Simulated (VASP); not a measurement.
## PbO2: single point with PBEsol

The system is PbO2.

```
Pb O
1.0
     0.00000    2.49955    2.49955
     2.49955    0.00000    2.49955
     2.49955    2.49955    0.00000
Pb O
1 2
Direct
  0.00000 0.00000 0.00000
  0.25000 0.25000 0.25000
  0.75000 0.75000 0.75000
```

- Program: VASP 6.6.1
- Task: single point
- Functional: PBEsol
- Potentials or basis: VASP PAW PBE potentials, release 64 (Pb_d, O)
- Cutoff: 600 eV
- k mesh: 6 × 6 × 6
- Occupations: fermi-dirac, width 0.1 eV
- Spin: no spin polarisation

The pressure is 47.9 GPa. The band gap on the k mesh is zero (band 13 reaches 8.88 eV, above the bottom of band 14 at 8.13 eV).

Levels at points of the mesh, in eV from the Fermi level:
```
           k point  band 10  band 11  band 12  band 13  band 14  band 15  band 16  band 17
(0.00, 0.00, 0.00)    -2.59    -2.06    -2.06    -2.06    -1.01     7.16     7.16     7.16
(0.50, 0.00, 0.00)    -4.17    -4.17    -2.01    -2.01     3.96     7.46    11.03    11.03
(0.50, 0.50, 0.00)    -6.43    -0.82    -0.44    -0.44     2.45     7.51     9.52    12.90
```

Run time: 11 s on 1 thread of Intel(R) Xeon(R) 6975P-C (Granite Rapids), on a shared host, peak memory 0.16 GiB.

Caveat: the k points lie up to 0.36 Å⁻¹ apart; the PAW data sets were made with another functional, which shifts forces and pressure a little; spin-orbit coupling is left out, which moves the levels of the heavy elements.
